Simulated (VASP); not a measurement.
# Hf2N (P4_2/mnm) in VASP: a series of runs

Hf2N is run at these levels: PBEsol; tasks: single point.

Everything below comes from runs of VASP 6.6.1. Logs are shortened: lines on timing, memory, paths and dates and some standing lists are left out, and cuts for length are marked.

## 1. The cell of the first run

Symmetry: P4_2/mnm, No. 136, tetragonal system. Conventional cell: a = 5.296 Å, b = 5.296 Å, c = 3.227 Å, α = 90.00°, β = 90.00°, γ = 90.00°. Within 2.9 Å of Hf (site symmetry m2m) lie 3 N at 2.21 to 2.22 Å. N (site symmetry mmm) has 6 Hf at 2.21 to 2.22 Å within 2.9 Å.

## 2. Single point, PBEsol

File INCAR:

```
  PREC = Accurate
  ENCUT = 520
  EDIFF = 1E-6
  ISMEAR = 0
  SIGMA = 0.1
  LREAL = False
  LASPH = True
  NELM = 80
  ALGO = Normal
  ISIF = 2
  LWAVE = False
  LCHARG = False
  GGA = PS
  NBANDS = 34
```

File KPOINTS:

```
regular mesh
0
Gamma
  8 8 12
```

File POSCAR:

```
Hf2N
1.0
    5.2955389194      0.0000000000      0.0000000000
    0.0000000000      5.2955389194      0.0000000000
    0.0000000000      0.0000000000      3.2274489812
Hf N
4 2
Direct
    0.2954633019      0.2954633019      0.0000000000
    0.7045366981      0.7045366981      0.0000000000
    0.7954633019      0.2045366981      0.5000000000
    0.2045366981      0.7954633019      0.5000000000
    0.0000000000      0.0000000000      0.0000000000
    0.5000000000      0.5000000000      0.5000000000
```

Potentials or basis: VASP PAW PBE potentials, release 64 (Hf_pv, N).

Command:

```console
> cat potpaw_PBE.64/Hf_pv/POTCAR potpaw_PBE.64/N/POTCAR > POTCAR
> mpirun -np 1 vasp_std > vasp.out
```

OUTCAR:

```text
PREC = Accurate
   ENCUT = 520
   EDIFF = 1E-6
   ISMEAR = 0
   LREAL = False
   LASPH = True
   NELM = 80
   ISIF = 2
   GGA = PS

 ion  position               nearest neighbor table
   1  0.295  0.295  0.000-   5 2.21   6 2.22   6 2.22   2 3.06   4 3.14   3 3.14   4 3.14   3 3.14
                             4 3.14   4 3.14   3 3.14   3 3.14   2 3.81   2 3.81
   2  0.705  0.705  0.000-   5 2.21   6 2.22   6 2.22   1 3.06   4 3.14   3 3.14   4 3.14   3 3.14
                             3 3.14   3 3.14   4 3.14   4 3.14   1 3.81   1 3.81
   3  0.795  0.205  0.500-   6 2.21   5 2.22   5 2.22   4 3.06   1 3.14   1 3.14   2 3.14   2 3.14
                             2 3.14   2 3.14   1 3.14   1 3.14   4 3.81   4 3.81
   4  0.205  0.795  0.500-   6 2.21   5 2.22   5 2.22   3 3.06   1 3.14   1 3.14   2 3.14   2 3.14
                             1 3.14   1 3.14   2 3.14   2 3.14   3 3.81   3 3.81
   5  0.000  0.000  0.000-   1 2.21   2 2.21   3 2.22   4 2.22   3 2.22   4 2.22
   6  0.500  0.500  0.500-   3 2.21   4 2.21   1 2.22   2 2.22   1 2.22   2 2.22

  LATTYP: Found a simple tetragonal cell.
 ALAT       =     5.2955389194
 C/A-ratio  =     0.6094656333

  Lattice vectors:

 A1 = (   5.2955389194,   0.0000000000,   0.0000000000)
 A2 = (   0.0000000000,   5.2955389194,   0.0000000000)
 A3 = (   0.0000000000,   0.0000000000,   3.2274489812)

Analysis of symmetry for initial positions (statically):
=====================================================================
 Subroutine PRICEL returns:
 Original cell was already a primitive cell.

 Routine SETGRP: Setting up the symmetry group for a
 simple tetragonal supercell.

 Subroutine GETGRP returns: Found 16 space group operations
 (whereof  8 operations were pure point group operations)
 out of a pool of 16 trial point group operations.

The static configuration has the point symmetry D_2h.
 The point group associated with its full space group is D_4h.

Analysis of symmetry for dynamics (positions and initial velocities):
=====================================================================
 Subroutine PRICEL returns:
 Original cell was already a primitive cell.

 Routine SETGRP: Setting up the symmetry group for a
 simple tetragonal supercell.

 Subroutine GETGRP returns: Found 16 space group operations
 (whereof  8 operations were pure point group operations)
 out of a pool of 16 trial point group operations.

The dynamic configuration has the point symmetry D_2h.
 The point group associated with its full space group is D_4h.

 Subroutine INISYM returns: Found 16 space group operations
 (whereof  8 operations are pure point group operations),
 and found     1 'primitive' translations

[... 104 lines left out ...]
   EDIFFG = 0.1E-04   stopping-criterion for IOM
   NSW    =      0    number of steps for IOM
   IBRION =     -1    ionic relax: 0-MD 1-quasi-New 2-CG
   NFREE  =      0    steps in history (QN), initial steepest desc. (CG)
   ISIF   =      2    stress and relaxation
   ISYM   =      2    0-nonsym 1-usesym 2-fastsym
   POTIM  = 0.5000    time-step for ionic-motion
   TEBEG  =    0.0;   TEEND  =   0.0 temperature during run
   PSTRESS=    0.0 pullay stress
   NELECT =      50.0000    total number of electrons
   NUPDOWN=      -1.0000    fix difference up-down
   EMIN   =  10.00;   EMAX   =-10.00  energy-range for DOS
   EFERMI =   0.00;   METHOD = LEGACY
   ISMEAR =     0;   SIGMA  =   0.10  broadening in eV -4-tet -1-fermi 0-gaus
   EFERMI_NEDOS =   21; number of points for ismear=-14 and -15
   IALGO  =     38    algorithm
   IMIX   =      4    mixing-type and parameters
     AMIX     =   0.40;   BMIX     =  1.00
     AMIX_MAG =   1.60;   BMIX_MAG =  1.00
  volume/ion in A,a.u.               =      15.08       101.79
  Fermi-wavevector in a.u.,A,eV,Ry     =   1.343296  2.538461 24.550939  1.804443
  Thomas-Fermi vector in A             =   2.471381
   LORBIT       =      0    0 simple, 1 ext, 2 COOP (PROOUT), +10 PAW based schemes
   GGA     = PS    functional components
   LHFCALC =     F    Hartree Fock is set to
   AEXX    =    0.0000 exact exchange contribution
   IVDW    =     0    specifies the selected vdW correction
   LEPSILON=     F    determine dielectric tensor
   LRPA    =     F    only Hartree local field effects (RPA)
 non-spin polarized calculation
 Gauss-broadening in eV      SIGMA  =   0.10
  energy-cutoff  :      520.00
  volume of cell :       90.51
 maximum number of plane-waves:      2464
 NGX is ok and might be reduce to    40

 number of electron      50.0000007 magnetization

 Free energy of the ion-electron system (eV)
  ---------------------------------------------------
  ext. energy  EPLUGINS =         0.00000000
  ---------------------------------------------------
  free energy    TOTEN  =       -67.50399401 eV

  energy without entropy =      -67.49138185  energy(sigma->0) =      -67.49768793

 E-fermi :   5.8835     XC(G=0): -12.1599

 val. band max:        5.8508153411   @ k =   0.3750   0.3750   0.3333
 cond. band min:       5.8872622502   @ k =   0.2500   0.2500   0.3333
 fundamental gap:      0.0364469090
 Fermi energy:         5.8835137200

 k-point     1 :       0.0000    0.0000    0.0000
  band No.  band energies     occupation
      1     -25.2583      2.00000
      2     -24.7396      2.00000
      3     -24.6756      2.00000
      4     -24.6756      2.00000
      5     -24.4387      2.00000
      6     -24.2880      2.00000
[... 877 lines left out ...]
     33       9.9489      0.00000
     34       9.9490      0.00000

 [... further k-points ...]
[... 5 lines left out ...]
  --------------------------------------------------------------------------------------
  -------------------------------------------------------------------------------------
  Total       -0.5371421     -0.5371421     -0.6240960      0.0000000      0.0000000      0.0000000
  in kB       -9.5086769     -9.5086769    -11.0479648      0.0000000      0.0000000      0.0000000
  external PRESSURE =     -10.0217728 kB  Pullay stress =       0.0000000 kB

 VOLUME and BASIS-vectors are now :
 -----------------------------------------------------------------------------
  energy-cutoff  :      520.00
  volume of cell :       90.51
      direct lattice vectors                 reciprocal lattice vectors
     5.295538919  0.000000000  0.000000000     0.188838193  0.000000000  0.000000000
     0.000000000  5.295538919  0.000000000     0.000000000  0.188838193  0.000000000
     0.000000000  0.000000000  3.227448981     0.000000000  0.000000000  0.309842233

 POSITION                                       TOTAL-FORCE (eV/Angst)
 -----------------------------------------------------------------------------------
      1.56464      1.56464      0.00000         0.002094      0.002094     -0.000000
      3.73090      3.73090      0.00000        -0.002094     -0.002094      0.000000
      4.21241      1.08313      1.61372         0.002094     -0.002094      0.000000
      1.08313      4.21241      1.61372        -0.002094      0.002094      0.000000
      0.00000      0.00000      0.00000         0.000000      0.000000      0.000000
      2.64777      2.64777      1.61372         0.000000      0.000000      0.000000
 -----------------------------------------------------------------------------------
    total drift:                                0.000000      0.000000      0.000000

  FREE ENERGIE OF THE ION-ELECTRON SYSTEM (eV)
  ---------------------------------------------------
  free  energy   TOTEN  =       -67.5039940133 eV

  energy  without entropy=      -67.4913818458  energy(sigma->0) =      -67.49768793
```

OSZICAR:

```text
N       E                     dE             d eps       ncg     rms          rms(c)
DAV:   1     0.219333850538E+03    0.21933E+03   -0.27558E+04  7148   0.145E+03
DAV:   2    -0.597272998202E+02   -0.27906E+03   -0.26712E+03  8904   0.357E+02
DAV:   3    -0.739262072734E+02   -0.14199E+02   -0.13857E+02  9138   0.591E+01
DAV:   4    -0.741638837838E+02   -0.23768E+00   -0.23647E+00  8808   0.809E+00
DAV:   5    -0.741686519572E+02   -0.47682E-02   -0.47615E-02  9016   0.952E-01    0.105E+02
DAV:   6    -0.679182155368E+02    0.62504E+01   -0.33452E+01  8546   0.234E+01    0.736E+01
DAV:   7    -0.677013147693E+02    0.21690E+00   -0.52023E+00  8438   0.105E+01    0.186E+01
DAV:   8    -0.675145067874E+02    0.18681E+00   -0.79075E-01  8962   0.381E+00    0.282E+00
DAV:   9    -0.675082931086E+02    0.62137E-02   -0.15332E-01  8380   0.175E+00    0.280E+00
DAV:  10    -0.675041646556E+02    0.41285E-02   -0.31416E-02  8696   0.764E-01    0.933E-01
DAV:  11    -0.675041758174E+02   -0.11162E-04   -0.43207E-03  8712   0.303E-01    0.705E-01
DAV:  12    -0.675039925304E+02    0.18329E-03   -0.51641E-04  8542   0.100E-01    0.258E-01
DAV:  13    -0.675039938884E+02   -0.13580E-05   -0.97686E-05  8808   0.402E-02    0.925E-03
DAV:  14    -0.675039940133E+02   -0.12486E-06   -0.23523E-06  7088   0.823E-03
   1 F= -.67503994E+02 E0= -.67497688E+02  d E =-.126122E-01
```

stdout:

```text
POSCAR found type information on POSCAR HfN
 POSCAR found :  2 types and       6 ions
 scaLAPACK will be used
 -----------------------------------------------------------------------------
|                                                                             |
|                                                                             |
|     You enforced a specific xc type in the INCAR file but a different       |
|     I HOPE YOU KNOW WHAT YOU ARE DOING!                                     |
|                                                                             |
 -----------------------------------------------------------------------------

 LDA part: xc-table for (Slater+PW92), standard interpolation
 POSCAR, INCAR and KPOINTS ok, starting setup
 FFT: planning ... GRIDC
 FFT: planning ... GRID_SOFT
 FFT: planning ... GRID
 WAVECAR not read
 entering main loop
```

Wall time 3.2 min (1 thread of AMD EPYC 9R45 (Zen 5), shared host); peak memory 0.33 GiB.

Results:

```
Free energy            : -67.5040 eV
Pressure               : -1.0 GPa
Band gap on the k mesh : zero (band 25 reaches 7.32 eV, above the bottom of band 26 at 4.62 eV)
```

Forces in eV/Å, atoms in the order of the input:
```
Hf   0.002  0.002  0.000
Hf  -0.002 -0.002  0.000
Hf   0.002 -0.002  0.000
Hf  -0.002  0.002  0.000
N    0.000  0.000  0.000
N    0.000  0.000  0.000
```

Stress tensor (GPa, compression positive):
```
-0.95  0.00  0.00
 0.00 -0.95  0.00
 0.00  0.00 -1.10
```

Caveat: the PAW data sets were made with another functional, which shifts forces and pressure a little; spin-orbit coupling is left out, which moves the levels of the heavy elements.

## 3. Single point, PBEsol

This run uses another cell than the first one, of the same volume but with other edges.

File INCAR:

```
SYSTEM = Hf2N
PREC = Accurate ; ENCUT = 520
EDIFF = 1E-6 ; ISMEAR = 0
SIGMA = 0.1 ; LREAL = .False.
LASPH = .True. ; NELM = 60
ALGO = Normal ; ISIF = 2
LWAVE = .False. ; LCHARG = .False.
GGA = PS ; NBANDS = 34
ISYM = 0
```

File KPOINTS:

```
Automatic mesh
0
Gamma
  11 5 9
  0 0 0
```

File POSCAR:

```
Hf2N
1.0
    3.2274489812      0.0000000000      0.0000000000
    0.0000000000      7.4890229599      0.0000000000
    0.0000000000      3.7445114799      3.7445114799
Hf N
4 2
Direct
    0.0000000000      0.7045366981      0.5909266037
    0.0000000000      0.2954633019      0.4090733963
    0.5000000000      0.2045366981      0.0000000000
    0.5000000000      0.7954633019      0.0000000000
    0.0000000000      0.0000000000      0.0000000000
    0.5000000000      0.5000000000      0.0000000000
```

Potentials or basis: VASP PAW PBE potentials, release 64 (Hf_pv, N).

Command:

```console
> cat potpaw_PBE.64/Hf_pv/POTCAR potpaw_PBE.64/N/POTCAR > POTCAR
> mpirun -np 1 vasp_std > vasp.out
```

OUTCAR:

```text
SYSTEM = Hf2N
   PREC = Accurate
   ENCUT = 520
   EDIFF = 1E-6
   ISMEAR = 0
   LREAL = .False.
   LASPH = .True.
   NELM = 60
   ISIF = 2
   GGA = PS
   ISYM = 0

 ion  position               nearest neighbor table
   1  0.000  0.705  0.591-   5 2.21   6 2.22   6 2.22   2 3.06   4 3.14   4 3.14   3 3.14   3 3.14
                             3 3.14   3 3.14   4 3.14   4 3.14   2 3.81   2 3.81
   2  0.000  0.295  0.409-   5 2.21   6 2.22   6 2.22   1 3.06   3 3.14   3 3.14   4 3.14   4 3.14
                             4 3.14   4 3.14   3 3.14   3 3.14   1 3.81   1 3.81
   3  0.500  0.205  0.000-   6 2.21   5 2.22   5 2.22   4 3.06   2 3.14   2 3.14   1 3.14   1 3.14
                             1 3.14   1 3.14   2 3.14   2 3.14   4 3.81   4 3.81
   4  0.500  0.795  0.000-   6 2.21   5 2.22   5 2.22   3 3.06   1 3.14   1 3.14   2 3.14   2 3.14
                             2 3.14   2 3.14   1 3.14   1 3.14   3 3.81   3 3.81
   5  0.000  0.000  0.000-   1 2.21   2 2.21   4 2.22   3 2.22   3 2.22   4 2.22
   6  0.500  0.500  0.000-   3 2.21   4 2.21   1 2.22   2 2.22   1 2.22   2 2.22

IMPORTANT INFORMATION: All symmetrisations will be switched off!
NOSYMM: (Re-)initialisation of all symmetry stuff for point group C_1.

----------------------------------------------------------------------------------------

                                     Primitive cell

  volume of cell :      90.5065

  direct lattice vectors                    reciprocal lattice vectors
     3.227448981  0.000000000  0.000000000     0.309842233  0.000000000  0.000000000
     0.000000000  7.489022960  0.000000000     0.000000000  0.133528767 -0.133528767
     0.000000000  3.744511480  3.744511480     0.000000000  0.000000000  0.267057534

  length of vectors
     3.227448981  7.489022960  5.295538919     0.309842233  0.188838193  0.267057534

  position of ions in fractional coordinates (direct lattice)
     0.000000000  0.704536698  0.590926604
     0.000000000  0.295463302  0.409073396
     0.500000000  0.204536698  0.000000000
     0.500000000  0.795463302  0.000000000
     0.000000000  0.000000000  0.000000000
     0.500000000  0.500000000  0.000000000

  ion indices of the primitive-cell ions
   primitive index   ion index
                 1           1
[... 120 lines left out ...]
  volume/ion in A,a.u.               =      15.08       101.79
  Fermi-wavevector in a.u.,A,eV,Ry     =   1.343296  2.538461 24.550939  1.804443
  Thomas-Fermi vector in A             =   2.471381
   LORBIT       =      0    0 simple, 1 ext, 2 COOP (PROOUT), +10 PAW based schemes
   GGA     = PS    functional components
   LHFCALC =     F    Hartree Fock is set to
   AEXX    =    0.0000 exact exchange contribution
   IVDW    =     0    specifies the selected vdW correction
   LEPSILON=     F    determine dielectric tensor
   LRPA    =     F    only Hartree local field effects (RPA)
 non-spin polarized calculation
 Gauss-broadening in eV      SIGMA  =   0.10
  energy-cutoff  :      520.00
  volume of cell :       90.51
 maximum number of plane-waves:      2462
   NGX = 13   NGY = 27   NGZ = 19

 number of electron      50.0000002 magnetization

 Free energy of the ion-electron system (eV)
  ---------------------------------------------------
  ext. energy  EPLUGINS =         0.00000000
  ---------------------------------------------------
  free energy    TOTEN  =       -67.50422785 eV

  energy without entropy =      -67.49089651  energy(sigma->0) =      -67.49756218

 E-fermi :   5.8655     XC(G=0): -12.1601

 val. band max:        5.8635316826   @ k =  -0.2727  -0.2000   0.4444
 cond. band min:       5.8711106418   @ k =   0.2727  -0.4000   0.3333
 fundamental gap:      0.0075789592
 Fermi energy:         5.8654713942

 k-point     1 :       0.0000    0.0000    0.0000
  band No.  band energies     occupation
      1     -25.2603      2.00000
      2     -24.7398      2.00000
      3     -24.6771      2.00000
      4     -24.6763      2.00000
      5     -24.4386      2.00000
      6     -24.2900      2.00000
[... 877 lines left out ...]
     33      11.3964      0.00000
     34      11.4493      0.00000

 [... further k-points ...]
[... 5 lines left out ...]
  --------------------------------------------------------------------------------------
  -------------------------------------------------------------------------------------
  Total       -0.6332965     -0.5226758     -0.4942248      0.0000015     -0.0117551      0.0000019
  in kB      -11.2108353     -9.2525888     -8.7489389      0.0000259     -0.2080927      0.0000339
  external PRESSURE =      -9.7374543 kB  Pullay stress =       0.0000000 kB

 VOLUME and BASIS-vectors are now :
 -----------------------------------------------------------------------------
  energy-cutoff  :      520.00
  volume of cell :       90.51
      direct lattice vectors                 reciprocal lattice vectors
     3.227448981  0.000000000  0.000000000     0.309842233  0.000000000  0.000000000
     0.000000000  7.489022960  0.000000000     0.000000000  0.133528767 -0.133528767
     0.000000000  3.744511480  3.744511480     0.000000000  0.000000000  0.267057534

 POSITION                                       TOTAL-FORCE (eV/Angst)
 -----------------------------------------------------------------------------------
      0.00000      7.48902      2.21273        -0.000000     -0.000518      0.013473
      0.00000      3.74451      1.53178         0.000001      0.000601     -0.013468
      1.61372      1.53178      0.00000        -0.000000     -0.041468      0.006715
      1.61372      5.95724      0.00000        -0.000001      0.041410     -0.006717
      0.00000      0.00000      0.00000         0.000000     -0.000350     -0.000020
      1.61372      3.74451      0.00000        -0.000001      0.000325      0.000019
 -----------------------------------------------------------------------------------
    total drift:                                0.000000     -0.000077      0.000002

  FREE ENERGIE OF THE ION-ELECTRON SYSTEM (eV)
  ---------------------------------------------------
  free  energy   TOTEN  =       -67.5042278522 eV

  energy  without entropy=      -67.4908965072  energy(sigma->0) =      -67.49756218
```

Wall time 8.4 min (1 thread of AMD EPYC 9R45 (Zen 5), shared host); peak memory 0.63 GiB.

What came out:

- Free energy: -67.5042 eV
- Pressure: -1.0 GPa
- Largest force: 0.042 eV/Å
- Band gap on the k mesh: zero (band 25 reaches 7.23 eV, above the bottom of band 26 at 4.69 eV)

Forces in eV/Å, atoms in the order of the input:
```
Hf   0.000 -0.001  0.013
Hf   0.000  0.001 -0.013
Hf   0.000 -0.041  0.007
Hf   0.000  0.041 -0.007
N    0.000  0.000  0.000
N    0.000  0.000  0.000
```

Caveat: the PAW data sets were made with another functional, which shifts forces and pressure a little; spin-orbit coupling is left out, which moves the levels of the heavy elements.
